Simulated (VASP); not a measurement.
# InSb (Pmmn) in VASP: notebook

Runs on InSb. Level: LDA. Tasks: single point.

Program: VASP 6.6.1. These are calculated values, not measurements. Logs are shortened: lines on timing, memory, paths and dates and some standing lists are left out, and cuts for length are marked.

## Step 1: The cell of the first run

Symmetry: Pmmn, No. 59, orthorhombic system. The conventional cell has a = 5.285 Å, b = 5.635 Å, c = 3.022 Å, α = 90.00°, β = 90.00°, γ = 90.00°. In (site symmetry mm2) has 4 Sb at 2.69 to 2.86 Å and 2 In at 3.02 Å within 3.5 Å. Sb (site symmetry mm2) has 4 In at 2.69 to 2.86 Å and 2 Sb at 3.02 Å within 3.5 Å.

## Step 2: Single point, LDA (volume scaled by 0.96)

INCAR

```
SYSTEM = InSb
PREC     = Accurate       ! precision mode
ENCUT    = 520            ! plane-wave cutoff, eV
EDIFF    = 1E-6           ! SCF threshold, eV
ISMEAR   = -1             ! smearing method
SIGMA    = 0.08           ! smearing width, eV
LREAL    = .False.        ! projectors in reciprocal space
LASPH    = .True.         ! aspherical terms in the spheres
NELM     = 100            ! most SCF steps
ALGO     = Normal         ! electronic algorithm
ISIF     = 2              ! what is computed and relaxed
LWAVE    = .False.        ! write WAVECAR
LCHARG   = .False.        ! write CHGCAR
NBANDS   = 26             ! bands
```

KPOINTS

```
Automatic mesh
0
Gamma
  6 6 11
  0 0 0
```

POSCAR

```
InSb
1.0
    5.2845992329      0.0000000000      0.0000000000
    0.0000000000      5.6348013474      0.0000000000
    0.0000000000      0.0000000000      3.0216030335
In Sb
2 2
Direct
    0.0000000000      0.0000000000      0.0000000000
    0.5000000000      0.5000000000      0.0000000000
    0.5000000000      0.0000000000      0.8350000000
    0.0000000000      0.5000000000      0.1650000000
```

Potentials or basis: VASP PAW LDA potentials, release 64 (In_d, Sb).

Command:

```sh
$ cat potpaw_LDA.64/In_d/POTCAR potpaw_LDA.64/Sb/POTCAR > POTCAR
$ mpirun -np 1 vasp_std > vasp.out
```

OUTCAR:

```text
SYSTEM = InSb
   PREC = Accurate
   ENCUT = 520
   EDIFF = 1E-6
   ISMEAR = -1
   LREAL = .False.
   LASPH = .True.
   NELM = 100
   ISIF = 2

 ion  position               nearest neighbor table
   1  0.000  0.000  0.000-   3 2.69   3 2.69   4 2.86   4 2.86   3 3.65   3 3.65   4 3.78   4 3.78
                             2 3.86   2 3.86   2 3.86   2 3.86
   2  0.500  0.500  0.000-   4 2.69   4 2.69   3 2.86   3 2.86   4 3.65   4 3.65   3 3.78   3 3.78
                             1 3.86   1 3.86   1 3.86   1 3.86
   3  0.500  0.000  0.835-   1 2.69   1 2.69   2 2.86   2 2.86   1 3.65   1 3.65   2 3.78   2 3.78

   4  0.000  0.500  0.165-   2 2.69   2 2.69   1 2.86   1 2.86   2 3.65   2 3.65   1 3.78   1 3.78

  LATTYP: Found a simple orthorhombic cell.
 ALAT       =     3.0216030335
 B/A-ratio  =     1.7489389487
 C/A-ratio  =     1.8648383937

  Lattice vectors:

 A1 = (   0.0000000000,   0.0000000000,   3.0216030335)
 A2 = (   5.2845992329,   0.0000000000,   0.0000000000)
 A3 = (   0.0000000000,   5.6348013474,   0.0000000000)

Analysis of symmetry for initial positions (statically):
=====================================================================
 Subroutine PRICEL returns:
 Original cell was already a primitive cell.

 Routine SETGRP: Setting up the symmetry group for a
 simple orthorhombic supercell.

 Subroutine GETGRP returns: Found  8 space group operations
 (whereof  4 operations were pure point group operations)
 out of a pool of  8 trial point group operations.

The static configuration has the point symmetry C_2v.
 The point group associated with its full space group is D_2h.

Analysis of symmetry for dynamics (positions and initial velocities):
=====================================================================
 Subroutine PRICEL returns:
 Original cell was already a primitive cell.

 Routine SETGRP: Setting up the symmetry group for a
 simple orthorhombic supercell.

 Subroutine GETGRP returns: Found  8 space group operations
 (whereof  4 operations were pure point group operations)
 out of a pool of  8 trial point group operations.

The dynamic configuration has the point symmetry C_2v.
 The point group associated with its full space group is D_2h.

 Subroutine INISYM returns: Found  8 space group operations
 (whereof  4 operations are pure point group operations),
 and found     1 'primitive' translations

----------------------------------------------------------------------------------------

                                     Primitive cell

  volume of cell :      89.9763

  direct lattice vectors                    reciprocal lattice vectors
     5.284599233  0.000000000  0.000000000     0.189229108  0.000000000  0.000000000
     0.000000000  5.634801347  0.000000000     0.000000000  0.177468546  0.000000000
     0.000000000  0.000000000  3.021603033     0.000000000  0.000000000  0.330950158

  length of vectors
     5.284599233  5.634801347  3.021603033     0.189229108  0.177468546  0.330950158

  position of ions in fractional coordinates (direct lattice)
     0.000000000  0.000000000  0.000000000
     0.500000000  0.500000000  0.000000000
     0.500000000  0.000000000  0.835000000
     0.000000000  0.500000000  0.165000000

  ion indices of the primitive-cell ions
   primitive index   ion index
                 1           1
                 2           2
                 3           3
                 4           4

----------------------------------------------------------------------------------------

 KPOINTS: Automatic mesh

Automatic generation of k-mesh.
 Grid dimensions read from file:
 generate k-points for:    6    6   11

 Generating k-lattice:

  Cartesian coordinates                     Fractional coordinates (reciprocal lattice)
     0.031538185  0.000000000  0.000000000     0.166666667  0.000000000  0.000000000
     0.000000000  0.029578091  0.000000000     0.000000000  0.166666667  0.000000000
     0.000000000  0.000000000  0.030086378     0.000000000  0.000000000  0.090909091

  Length of vectors
     0.031538185  0.029578091  0.030086378

  Shift w.r.t. Gamma in fractional coordinates (k-lattice)
     0.000000000  0.000000000  0.000000000

 Subroutine IBZKPT returns following result:
 ===========================================

 Found     96 irreducible k-points:

 Following reciprocal coordinates:
            Coordinates               Weight
  0.000000  0.000000  0.000000      1.000000
  0.166667  0.000000  0.000000      2.000000
  0.333333  0.000000  0.000000      2.000000
  0.500000  0.000000  0.000000      1.000000
  0.000000  0.166667  0.000000      2.000000
  0.166667  0.166667  0.000000      4.000000
[... 16 lines left out ...]
  0.333333  0.166667  0.090909      8.000000
  0.500000  0.166667  0.090909      4.000000
 [... further k-points ...]
   k-points           NKPTS =     96   k-points in BZ     NKDIM =     96   number of bands    NBANDS=     26
   number of dos      NEDOS =    301   number of ions     NIONS =      4
   total plane-waves  NPLWV =  40320
   dimension x,y,z NGX =    40 NGY =   42 NGZ =   24
   dimension x,y,z NGXF=    80 NGYF=   84 NGZF=   48
   ions per type =               2   2
   NGX,Y,Z   is equivalent  to a cutoff of  12.58, 12.39, 13.20 a.u.
   NGXF,Y,Z  is equivalent  to a cutoff of  25.17, 24.78, 26.41 a.u.
 SYSTEM =  InSb
   PREC   = accura    normal or accurate (medium, high low for compatibility)
   ISTART =      0    job   : 0-new  1-cont  2-samecut
   ICHARG =      2    charge: 1-file 2-atom 10-const
   ISPIN  =      1    spin polarized calculation?
   LNONCOLLINEAR =      F non collinear calculations
   LSORBIT =      F    spin-orbit coupling
   LASPH  =      T    aspherical Exc in radial PAW
   ENCUT  =  520.0 eV  38.22 Ry    6.18 a.u.   9.83 10.48  5.62*2*pi/ulx,y,z
   NELM   =    100;   NELMIN=  2; NELMDL= -5     # of ELM steps
   EDIFF  = 0.1E-05   stopping-criterion for ELM
   LREAL  =      F    real-space projection
   EDIFFG = 0.1E-04   stopping-criterion for IOM
   NSW    =      0    number of steps for IOM
   IBRION =     -1    ionic relax: 0-MD 1-quasi-New 2-CG
   NFREE  =      0    steps in history (QN), initial steepest desc. (CG)
   ISIF   =      2    stress and relaxation
   ISYM   =      2    0-nonsym 1-usesym 2-fastsym
   POTIM  = 0.5000    time-step for ionic-motion
   TEBEG  =    0.0;   TEEND  =   0.0 temperature during run
   PSTRESS=    0.0 pullay stress
   NELECT =      36.0000    total number of electrons
   NUPDOWN=      -1.0000    fix difference up-down
   EMIN   =  10.00;   EMAX   =-10.00  energy-range for DOS
   EFERMI =   0.00;   METHOD = LEGACY
   ISMEAR =    -1;   SIGMA  =   0.08  broadening in eV -4-tet -1-fermi 0-gaus
   EFERMI_NEDOS =   21; number of points for ismear=-14 and -15
   IALGO  =     38    algorithm
   IMIX   =      4    mixing-type and parameters
     AMIX     =   0.40;   BMIX     =  1.00
     AMIX_MAG =   1.60;   BMIX_MAG =  1.00
  volume/ion in A,a.u.               =      22.49       151.80
  Fermi-wavevector in a.u.,A,eV,Ry     =   1.206330  2.279634 19.799651  1.455233
  Thomas-Fermi vector in A             =   2.342001
   LORBIT       =      0    0 simple, 1 ext, 2 COOP (PROOUT), +10 PAW based schemes
   GGA     = CA    functional components
   LHFCALC =     F    Hartree Fock is set to
   AEXX    =    0.0000 exact exchange contribution
   IVDW    =     0    specifies the selected vdW correction
   LEPSILON=     F    determine dielectric tensor
   LRPA    =     F    only Hartree local field effects (RPA)
 non-spin polarized calculation
  energy-cutoff  :      520.00
  volume of cell :       89.98
 maximum number of plane-waves:      2448
 NGX is ok and might be reduce to    40
   NGX = 19   NGY = 21   NGZ = 11

 number of electron      36.0000014 magnetization

 Free energy of the ion-electron system (eV)
  ---------------------------------------------------
  ext. energy  EPLUGINS =         0.00000000
  ---------------------------------------------------
  free energy    TOTEN  =       -15.15419797 eV

  energy without entropy =      -15.12461778  energy(sigma->0) =      -15.13940788

 E-fermi :   9.9606     XC(G=0): -11.1169

 val. band max:        9.9301774316   @ k =   0.1667   0.3333   0.4545
 cond. band min:       9.9675514076   @ k =   0.1667   0.5000   0.4545
 fundamental gap:      0.0373739760
 Fermi energy:         9.9605646092

 k-point     1 :       0.0000    0.0000    0.0000
  band No.  band energies     occupation
      1      -5.4583      2.00000
      2      -5.4120      2.00000
      3      -5.2554      2.00000
      4      -5.0401      2.00000
      5      -5.0148      2.00000
      6      -4.8549      2.00000
[... 18 lines left out ...]
     25      19.1186      0.00000
     26      19.4618      0.00000

 k-point     2 :       0.1667    0.0000    0.0000
  band No.  band energies     occupation
      1      -5.4193      2.00000
      2      -5.3930      2.00000
      3      -5.2592      2.00000
      4      -5.0315      2.00000
      5      -5.0266      2.00000
      6      -4.8716      2.00000
[... 18 lines left out ...]
     25      19.1186      0.00000
     26      19.5023      0.00000

 k-point     3 :       0.3333    0.0000    0.0000
  band No.  band energies     occupation
      1      -5.3519      2.00000
      2      -5.3275      2.00000
      3      -5.2614      2.00000
      4      -5.0758      2.00000
      5      -5.0055      2.00000
      6      -4.9137      2.00000
[... 18 lines left out ...]
     25      17.9468      0.00000
     26      18.2311      0.00000

 k-point     4 :       0.5000    0.0000    0.0000
  band No.  band energies     occupation
      1      -5.3153      2.00000
      2      -5.3153      2.00000
      3      -5.1737      2.00000
      4      -5.1737      2.00000
      5      -4.9635      2.00000
      6      -4.9635      2.00000
[... 18 lines left out ...]
     25      17.5313      0.00000
     26      17.5313      0.00000

 k-point     5 :       0.0000    0.1667    0.0000
  band No.  band energies     occupation
      1      -5.4347      2.00000
      2      -5.4017      2.00000
      3      -5.2543      2.00000
      4      -5.0356      2.00000
      5      -5.0296      2.00000
      6      -4.8696      2.00000
[... 18 lines left out ...]
     25      19.0129      0.00000
     26      19.1524      0.00000

 k-point     6 :       0.1667    0.1667    0.0000
  band No.  band energies     occupation
      1      -5.3982      2.00000
      2      -5.3845      2.00000
      3      -5.2566      2.00000
      4      -5.0433      2.00000
      5      -5.0219      2.00000
      6      -4.8843      2.00000
[... 427 lines left out ...]
 k-point    21 :       0.0000    0.1667    0.0909
  band No.  band energies     occupation
      1      -5.4174      2.00000
      2      -5.3604      2.00000
      3      -5.2061      2.00000
      4      -5.0286      2.00000
      5      -5.0258      2.00000
      6      -4.8676      2.00000
[... 18 lines left out ...]
     25      18.6629      0.00000
     26      19.4789      0.00000

 k-point    22 :       0.1667    0.1667    0.0909
  band No.  band energies     occupation
      1      -5.3813      2.00000
      2      -5.3422      2.00000
      3      -5.2098      2.00000
      4      -5.0376      2.00000
      5      -5.0177      2.00000
      6      -4.8819      2.00000
[... 18 lines left out ...]
     25      17.7723      0.00000
     26      18.5369      0.00000

 k-point    23 :       0.3333    0.1667    0.0909
  band No.  band energies     occupation
      1      -5.3049      2.00000
      2      -5.2944      2.00000
      3      -5.2146      2.00000
      4      -5.0747      2.00000
      5      -4.9958      2.00000
      6      -4.9179      2.00000
[... 18 lines left out ...]
     25      17.0480      0.00000
     26      17.7325      0.00000

 k-point    24 :       0.5000    0.1667    0.0909
  band No.  band energies     occupation
      1      -5.2708      2.00000
      2      -5.2708      2.00000
      3      -5.1535      2.00000
      4      -5.1535      2.00000
      5      -4.9603      2.00000
      6      -4.9603      2.00000
[... 18 lines left out ...]
     25      17.2251      0.00000
     26      17.2251      0.00000

 [... further k-points ...]
[... 5 lines left out ...]
  --------------------------------------------------------------------------------------
  -------------------------------------------------------------------------------------
  Total       16.6513771      7.4896579      4.0905011      0.0000000      0.0000000      0.0000000
  in kB      296.5054385    133.3658035     72.8381695      0.0000000      0.0000000      0.0000000
  external PRESSURE =     167.5698038 kB  Pullay stress =       0.0000000 kB

 VOLUME and BASIS-vectors are now :
 -----------------------------------------------------------------------------
  energy-cutoff  :      520.00
  volume of cell :       89.98
      direct lattice vectors                 reciprocal lattice vectors
     5.284599233  0.000000000  0.000000000     0.189229108  0.000000000  0.000000000
     0.000000000  5.634801347  0.000000000     0.000000000  0.177468546  0.000000000
     0.000000000  0.000000000  3.021603033     0.000000000  0.000000000  0.330950158

 POSITION                                       TOTAL-FORCE (eV/Angst)
 -----------------------------------------------------------------------------------
      0.00000      0.00000      0.00000         0.000000      0.000000      0.279524
      2.64230      2.81740      0.00000         0.000000      0.000000     -0.279524
      2.64230      0.00000      2.52304         0.000000      0.000000     -0.727879
      0.00000      2.81740      0.49856         0.000000      0.000000      0.727879
 -----------------------------------------------------------------------------------
    total drift:                               -0.000000      0.000000     -0.000000

  FREE ENERGIE OF THE ION-ELECTRON SYSTEM (eV)
  ---------------------------------------------------
  free  energy   TOTEN  =       -15.1541979716 eV

  energy  without entropy=      -15.1246177801  energy(sigma->0) =      -15.13940788
```

Run time: 85 s. Hardware: 1 thread of Intel Xeon 6975P-C (Granite Rapids), shared host; peak memory 0.3 GiB.

Results:

```yaml
Free_energy: -15.1542 eV
Pressure: 16.8 GPa
Largest_force: 0.728 eV/Å
Band_gap_on_the_k_mesh: zero (band 18 reaches 11.79 eV, above the bottom of band 19 at 8.28 eV)
```

Forces on the atoms (eV/Å):
```
In   0.000  0.000  0.280
In   0.000  0.000 -0.280
Sb   0.000  0.000 -0.728
Sb   0.000  0.000  0.728
```

Levels at points of the mesh, in eV from the Fermi level:
```tsv
k point	band 15	band 16	band 17	band 18	band 19	band 20	band 21	band 22
(0.00, 0.00, 0.00)	-6.02	-3.09	-2.60	-2.33	3.07	4.43	4.45	6.40
(0.50, 0.00, 0.00)	-4.66	-4.66	1.02	1.02	4.49	4.49	4.80	4.80
(0.00, 0.50, 0.00)	-4.84	-4.84	-0.40	-0.40	4.01	4.01	4.66	4.66
(0.50, 0.50, 0.00)	-0.41	-0.41	1.29	1.29	2.44	2.44	2.87	2.87
```

Caveat: spin-orbit coupling is left out, which moves the levels of the heavy elements.

(Part 1 of 2 ends here.)
